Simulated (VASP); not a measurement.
# KI in VASP: further runs

Runs on KI. Level: PBEsol. Tasks: electric field gradients.

All numbers are computed with VASP 6.6.1; they aren't measurements. Logs are shortened: lines on timing, memory, paths and dates and some standing lists are left out, and cuts for length are marked.

**1. The cell of the first run**

It takes space group I4/mmm (No. 139, tetragonal). Conventional cell: a = 4.984 Å, b = 4.984 Å, c = 6.908 Å, α = 90.00°, β = 90.00°, γ = 90.00°. K (site symmetry 4/mmm) has 6 I at 3.45 to 3.52 Å within 4.5 Å. Within 4.5 Å of I (site symmetry 4/mmm) lie 6 K at 3.45 to 3.52 Å.

**2. Electric field gradients, PBEsol (zz strain of -2 %)**

File INCAR:

```
SYSTEM = KI
PREC     = Accurate       ! precision mode
ENCUT    = 520            ! plane-wave cutoff, eV
EDIFF    = 1E-8           ! SCF threshold, eV
ISMEAR   = -1             ! smearing method
SIGMA    = 0.01           ! smearing width, eV
LREAL    = .False.        ! projectors in reciprocal space
LASPH    = .True.         ! aspherical terms in the spheres
NELM     = 60             ! most SCF steps
ALGO     = Normal         ! electronic algorithm
ISIF     = 2              ! what is computed and relaxed
LWAVE    = .False.        ! write WAVECAR
LCHARG   = .False.        ! write CHGCAR
GGA      = PS             ! functional
LEFG     = .True.       
NBANDS   = 15             ! bands
```

File KPOINTS:

```
Automatic mesh
0
Gamma
  8 8 8
  0 0 0
```

File POSCAR:

```
KI
1.0
    0.0000000000      3.5245500000      3.4540590000
    3.5245500000      0.0000000000      3.4540590000
    3.5245500000      3.5245500000      0.0000000000
K I
1 1
Direct
    0.0000000000      0.0000000000      0.0000000000
    0.5000000000      0.5000000000      0.5000000000
```

Potentials or basis: VASP PAW PBE potentials, release 64 (K_sv, I).

The run is started by

```bash
cat potpaw_PBE.64/K_sv/POTCAR potpaw_PBE.64/I/POTCAR > POTCAR
mpirun -np 1 vasp_std > vasp.out
```

OUTCAR:

```text
SYSTEM = KI
   PREC = Accurate
   ENCUT = 520
   EDIFF = 1E-8
   ISMEAR = -1
   LREAL = .False.
   LASPH = .True.
   NELM = 60
   ISIF = 2
   GGA = PS

 ion  position               nearest neighbor table
   1  0.000  0.000  0.000-   2 3.45   2 3.45   2 3.52   2 3.52   2 3.52   2 3.52
   2  0.500  0.500  0.500-   1 3.45   1 3.45   1 3.52   1 3.52   1 3.52   1 3.52

  LATTYP: Found a body centered tetragonal cell.
 ALAT       =     4.9844664113
 C/A-ratio  =     1.3859292911

  Lattice vectors:

 A1 = (   0.0000000000,  -3.5245500000,  -3.4540590000)
 A2 = (   0.0000000000,   3.5245500000,  -3.4540590000)
 A3 = (   3.5245500000,   0.0000000000,   3.4540590000)

Analysis of symmetry for initial positions (statically):
=====================================================================
 Subroutine PRICEL returns:
 Original cell was already a primitive cell.

 Routine SETGRP: Setting up the symmetry group for a
 body centered tetragonal supercell.

 Subroutine GETGRP returns: Found 16 space group operations
 (whereof 16 operations were pure point group operations)
 out of a pool of 16 trial point group operations.

The static configuration has the point symmetry D_4h.

Analysis of symmetry for dynamics (positions and initial velocities):
=====================================================================
 Subroutine PRICEL returns:
 Original cell was already a primitive cell.

 Routine SETGRP: Setting up the symmetry group for a
 body centered tetragonal supercell.

 Subroutine GETGRP returns: Found 16 space group operations
 (whereof 16 operations were pure point group operations)
 out of a pool of 16 trial point group operations.

The dynamic configuration has the point symmetry D_4h.

 Subroutine INISYM returns: Found 16 space group operations
 (whereof 16 operations are pure point group operations),
 and found     1 'primitive' translations

----------------------------------------------------------------------------------------

                                     Primitive cell

  volume of cell :      85.8158

  direct lattice vectors                    reciprocal lattice vectors
     0.000000000  3.524550000  3.454059000    -0.141862082  0.141862082  0.144757226
     3.524550000  0.000000000  3.454059000     0.141862082 -0.141862082  0.144757226
[... 130 lines left out ...]

  energy without entropy =       -5.81389395  energy(sigma->0) =       -5.81389395

 E-fermi :  -0.0994     XC(G=0):  -7.4524

 val. band max:       -0.3616993963   @ k =   0.0000   0.0000   0.0000
 cond. band min:       3.5054190727   @ k =   0.0000   0.0000   0.0000
 fundamental gap:      3.8671184691
 Fermi energy:        -0.0993730568

 k-point     1 :       0.0000    0.0000    0.0000
  band No.  band energies     occupation
      1     -28.6450      2.00000
      2     -12.2038      2.00000
      3     -12.2008      2.00000
      4     -12.2008      2.00000
      5     -10.9465      2.00000
      6      -0.3685      2.00000
      7      -0.3685      2.00000
      8      -0.3617      2.00000
      9       3.5054      0.00000
     10       6.0049      0.00000
     11       6.0049      0.00000
     12       6.1322      0.00000
     13       6.7639      0.00000
     14       6.8503      0.00000
[... 401 lines left out ...]
      2     -12.3364      2.00000
      3     -12.2084      2.00000
      4     -12.2071      2.00000
      5     -10.7020      2.00000
      6      -1.4668      2.00000
      7      -0.7222      2.00000
      8      -0.6561      2.00000
      9       5.0536      0.00000
     10       6.0979      0.00000
     11       7.2411      0.00000
     12       7.3865      0.00000
     13       7.9459      0.00000
     14       8.0497      0.00000
     15       9.5757      0.00000

 [... further k-points ...]
[... 5 lines left out ...]
  --------------------------------------------------------------------------------------
  -------------------------------------------------------------------------------------
  Total       -0.0577662     -0.0577662      0.2461660      0.0000000      0.0000000      0.0000000
  in kB       -1.0784929     -1.0784929      4.5959098      0.0000000      0.0000000      0.0000000
  external PRESSURE =       0.8129747 kB  Pullay stress =       0.0000000 kB

 VOLUME and BASIS-vectors are now :
 -----------------------------------------------------------------------------
  energy-cutoff  :      520.00
  volume of cell :       85.82
      direct lattice vectors                 reciprocal lattice vectors
     0.000000000  3.524550000  3.454059000    -0.141862082  0.141862082  0.144757226
     3.524550000  0.000000000  3.454059000     0.141862082 -0.141862082  0.144757226
     3.524550000  3.524550000  0.000000000     0.141862082  0.141862082 -0.144757226

 POSITION                                       TOTAL-FORCE (eV/Angst)
 -----------------------------------------------------------------------------------
      0.00000      0.00000      0.00000         0.000000      0.000000      0.000000
      3.52455      3.52455      3.45406         0.000000      0.000000     -0.000000
 -----------------------------------------------------------------------------------
    total drift:                                0.000000     -0.000000     -0.000000

  FREE ENERGIE OF THE ION-ELECTRON SYSTEM (eV)
  ---------------------------------------------------
  free  energy   TOTEN  =        -5.8138939456 eV

  energy  without entropy=       -5.8138939456  energy(sigma->0) =       -5.81389395

 Electric field gradients (V/A^2)
---------------------------------------------------------------------
 ion       V_xx      V_yy      V_zz      V_xy      V_xz      V_yz
---------------------------------------------------------------------
   1       1.457     1.457    -2.913    -0.000    -0.000    -0.000
   2       2.773     2.773    -5.546     0.000     0.000     0.000
---------------------------------------------------------------------

 Electric field gradients after diagonalization (V/A^2)
 (convention: |V_zz| > |V_xx| > |V_yy|)
----------------------------------------------------------------------
 ion       V_xx      V_yy      V_zz     asymmetry (V_yy - V_xx)/ V_zz
----------------------------------------------------------------------
   1       1.457     1.457    -2.913       0.000
   2       2.773     2.773    -5.546       0.000
----------------------------------------------------------------------

           NMR quadrupolar parameters

 Cq : quadrupolar parameter    Cq=e*Q*V_zz/h
 eta: asymmetry parameters     (V_yy - V_xx)/ V_zz
 Q  : nuclear electric quadrupole moment in mb (millibarn)
----------------------------------------------------------------------
 ion       Cq(MHz)       eta       Q (mb)
----------------------------------------------------------------------
   1      -0.007       0.000       1.000
   2      -0.013       0.000       1.000
----------------------------------------------------------------------
```

OSZICAR:

```text
N       E                     dE             d eps       ncg     rms          rms(c)
DAV:   1     0.878503287858E+02    0.87850E+02   -0.63231E+03  1770   0.895E+02
DAV:   2    -0.496285082743E+00   -0.88347E+02   -0.81177E+02  2324   0.212E+02
DAV:   3    -0.563919949097E+01   -0.51429E+01   -0.51168E+01  2446   0.446E+01
DAV:   4    -0.589361715115E+01   -0.25442E+00   -0.25435E+00  2839   0.890E+00
DAV:   5    -0.589577088474E+01   -0.21537E-02   -0.21537E-02  2502   0.846E-01    0.311E+00
DAV:   6    -0.581645723206E+01    0.79314E-01   -0.83580E-02  2302   0.196E+00    0.221E+00
DAV:   7    -0.580999942211E+01    0.64578E-02   -0.10200E-01  2421   0.177E+00    0.862E-01
DAV:   8    -0.581382122996E+01   -0.38218E-02   -0.13385E-02  1903   0.865E-01    0.259E-01
DAV:   9    -0.581363177360E+01    0.18946E-03   -0.49933E-04  2547   0.147E-01    0.934E-02
DAV:  10    -0.581388726943E+01   -0.25550E-03   -0.34058E-04  2064   0.950E-02    0.635E-02
DAV:  11    -0.581389222672E+01   -0.49573E-05   -0.34030E-05  2489   0.334E-02    0.113E-02
DAV:  12    -0.581389278810E+01   -0.56138E-06   -0.23218E-06  2316   0.113E-02    0.790E-03
DAV:  13    -0.581389390709E+01   -0.11190E-05   -0.11231E-06  2092   0.611E-03    0.247E-03
DAV:  14    -0.581389395262E+01   -0.45537E-07   -0.94596E-08  2436   0.162E-03    0.358E-04
DAV:  15    -0.581389394555E+01    0.70700E-08   -0.76531E-09  2143   0.478E-04
   1 F= -.58138939E+01 E0= -.58138939E+01  d E =-.897630E-14
```

stdout:

```text
POSCAR found type information on POSCAR K I
 POSCAR found :  2 types and       2 ions
 scaLAPACK will be used
 -----------------------------------------------------------------------------
|                                                                             |
|                                                                             |
|     You enforced a specific xc type in the INCAR file but a different       |
|     I HOPE YOU KNOW WHAT YOU ARE DOING!                                     |
|                                                                             |
 -----------------------------------------------------------------------------

 LDA part: xc-table for (Slater+PW92), standard interpolation
 POSCAR, INCAR and KPOINTS ok, starting setup
 FFT: planning ... GRIDC
 FFT: planning ... GRID_SOFT
 FFT: planning ... GRID
 WAVECAR not read
 entering main loop
ion   1

ion   2
```

Wall time 38 s (1 thread of Intel Xeon 6975P-C (Granite Rapids), shared host); peak memory 0.27 GiB.

What came out:

```yaml
Free_energy: -5.8139 eV
Pressure: 0.1 GPa
Band_gap_on_the_k_mesh: 3.87 eV, direct
```

Electric field gradients, principal values (V/Å²):
```csv
atom,least,middle,greatest (by size)
1 K,1.457,1.457,-2.913
2 I,2.773,2.773,-5.546
```

Caveat: the cell differs from its parent crystal (zz strain of -2 %); without QUAD_EFG the Cq values of the log hold for a quadrupole moment of 1 mb, not for the nuclei; the PAW data sets were made with another functional, which shifts forces and pressure a little; spin-orbit coupling is left out, which moves the levels of the heavy elements. A k mesh can miss the band edges.

**3. Electric field gradients, PBEsol (zz strain of -1 %)**

File INCAR:

```
SYSTEM = KI
  ALGO = Normal
  EDIFF = 1E-8
  ENCUT = 520
  GGA = PS
  ISIF = 2
  ISMEAR = -1
  LASPH = .TRUE.
  LCHARG = .FALSE.
  LEFG = .TRUE.
  LREAL = .FALSE.
  LWAVE = .FALSE.
  NBANDS = 15
  NELM = 80
  PREC = Accurate
  SIGMA = 0.01
```

File KPOINTS:

```
k-points
0
G
  8 8 8
  0 0 0
```

File POSCAR:

```
KI
1.0
    0.0000000000      3.5245500000      3.4893045000
    3.5245500000      0.0000000000      3.4893045000
    3.5245500000      3.5245500000      0.0000000000
K I
1 1
Direct
    0.0000000000      0.0000000000      0.0000000000
    0.5000000000      0.5000000000      0.5000000000
```

Potentials or basis: VASP PAW PBE potentials, release 64 (K_sv, I).

The run is started by

```bash
cat potpaw_PBE.64/K_sv/POTCAR potpaw_PBE.64/I/POTCAR > POTCAR
mpirun -np 1 vasp_std > vasp.out
```

OUTCAR:

```text
SYSTEM = KI
   EDIFF = 1E-8
   ENCUT = 520
   GGA = PS
   ISIF = 2
   ISMEAR = -1
   LASPH = .TRUE.
   LREAL = .FALSE.
   NELM = 80
   PREC = Accurate

 ion  position               nearest neighbor table
   1  0.000  0.000  0.000-   2 3.49   2 3.49   2 3.52   2 3.52   2 3.52   2 3.52
   2  0.500  0.500  0.500-   1 3.49   1 3.49   1 3.52   1 3.52   1 3.52   1 3.52

  LATTYP: Found a body centered tetragonal cell.
 ALAT       =     4.9844664113
 C/A-ratio  =     1.4000714267

  Lattice vectors:

 A1 = (   0.0000000000,  -3.5245500000,  -3.4893045000)
 A2 = (   0.0000000000,   3.5245500000,  -3.4893045000)
 A3 = (   3.5245500000,   0.0000000000,   3.4893045000)

Analysis of symmetry for initial positions (statically):
=====================================================================
 Subroutine PRICEL returns:
 Original cell was already a primitive cell.

 Routine SETGRP: Setting up the symmetry group for a
 body centered tetragonal supercell.

 Subroutine GETGRP returns: Found 16 space group operations
 (whereof 16 operations were pure point group operations)
 out of a pool of 16 trial point group operations.

The static configuration has the point symmetry D_4h.

Analysis of symmetry for dynamics (positions and initial velocities):
=====================================================================
 Subroutine PRICEL returns:
 Original cell was already a primitive cell.

 Routine SETGRP: Setting up the symmetry group for a
 body centered tetragonal supercell.

 Subroutine GETGRP returns: Found 16 space group operations
 (whereof 16 operations were pure point group operations)
 out of a pool of 16 trial point group operations.

[... 167 lines left out ...]
     11       5.9781      0.00000
     12       6.0410      0.00000
     13       6.7306      0.00000
     14       6.7723      0.00000
[... 401 lines left out ...]
      2     -12.3984      2.00000
      3     -12.2777      2.00000
      4     -12.2766      2.00000
      5     -10.7497      2.00000
      6      -1.5043      2.00000
      7      -0.7669      2.00000
      8      -0.7057      2.00000
      9       4.9859      0.00000
     10       6.0265      0.00000
     11       7.1919      0.00000
     12       7.3037      0.00000
     13       7.8841      0.00000
     14       7.9763      0.00000
     15       9.5125      0.00000

 [... further k-points ...]
[... 5 lines left out ...]
  --------------------------------------------------------------------------------------
  -------------------------------------------------------------------------------------
  Total       -0.0769207     -0.0769207      0.0643125      0.0000000     -0.0000000      0.0000000
  in kB       -1.4215998     -1.4215998      1.1885837      0.0000000     -0.0000000      0.0000000
  external PRESSURE =      -0.5515386 kB  Pullay stress =       0.0000000 kB

 VOLUME and BASIS-vectors are now :
 -----------------------------------------------------------------------------
  energy-cutoff  :      520.00
  volume of cell :       86.69
      direct lattice vectors                 reciprocal lattice vectors
     0.000000000  3.524550000  3.489304500    -0.141862082  0.141862082  0.143295032
     3.524550000  0.000000000  3.489304500     0.141862082 -0.141862082  0.143295032
     3.524550000  3.524550000  0.000000000     0.141862082  0.141862082 -0.143295032

 POSITION                                       TOTAL-FORCE (eV/Angst)
 -----------------------------------------------------------------------------------
      0.00000      0.00000      0.00000        -0.000000      0.000000     -0.000000
      3.52455      3.52455      3.48930         0.000000     -0.000000      0.000000
 -----------------------------------------------------------------------------------
    total drift:                                0.000000     -0.000000     -0.000000

  FREE ENERGIE OF THE ION-ELECTRON SYSTEM (eV)
  ---------------------------------------------------
  free  energy   TOTEN  =        -5.8155140417 eV

  energy  without entropy=       -5.8155140417  energy(sigma->0) =       -5.81551404

 Electric field gradients (V/A^2)
---------------------------------------------------------------------
 ion       V_xx      V_yy      V_zz      V_xy      V_xz      V_yz
---------------------------------------------------------------------
   1       0.704     0.704    -1.408    -0.000    -0.000    -0.000
   2       1.253     1.253    -2.506     0.000     0.000     0.000
---------------------------------------------------------------------

 Electric field gradients after diagonalization (V/A^2)
 (convention: |V_zz| > |V_xx| > |V_yy|)
----------------------------------------------------------------------
 ion       V_xx      V_yy      V_zz     asymmetry (V_yy - V_xx)/ V_zz
----------------------------------------------------------------------
   1       0.704     0.704    -1.408       0.000
   2       1.253     1.253    -2.506       0.000
----------------------------------------------------------------------

           NMR quadrupolar parameters

 Cq : quadrupolar parameter    Cq=e*Q*V_zz/h
 eta: asymmetry parameters     (V_yy - V_xx)/ V_zz
 Q  : nuclear electric quadrupole moment in mb (millibarn)
----------------------------------------------------------------------
 ion       Cq(MHz)       eta       Q (mb)
----------------------------------------------------------------------
   1      -0.003       0.000       1.000
   2      -0.006       0.000       1.000
----------------------------------------------------------------------
```

Run time: 41 s. Hardware: 1 thread of Intel Xeon 6975P-C (Granite Rapids), shared host; peak memory 0.27 GiB.

What came out:

```yaml
Free_energy: -5.8155 eV
Pressure: -0.1 GPa
Band_gap_on_the_k_mesh: 3.85 eV, direct
```

Electric field gradients, principal values (V/Å²):
```csv
atom,least,middle,greatest (by size)
1 K,0.704,0.704,-1.408
2 I,1.253,1.253,-2.506
```

Caveat: the cell differs from its parent crystal (zz strain of -1 %); without QUAD_EFG the Cq values of the log hold for a quadrupole moment of 1 mb, not for the nuclei; the PAW data sets were made with another functional, which shifts forces and pressure a little; spin-orbit coupling is left out, which moves the levels of the heavy elements. A k mesh can miss the band edges.

(Continued in part 2 of 2.)
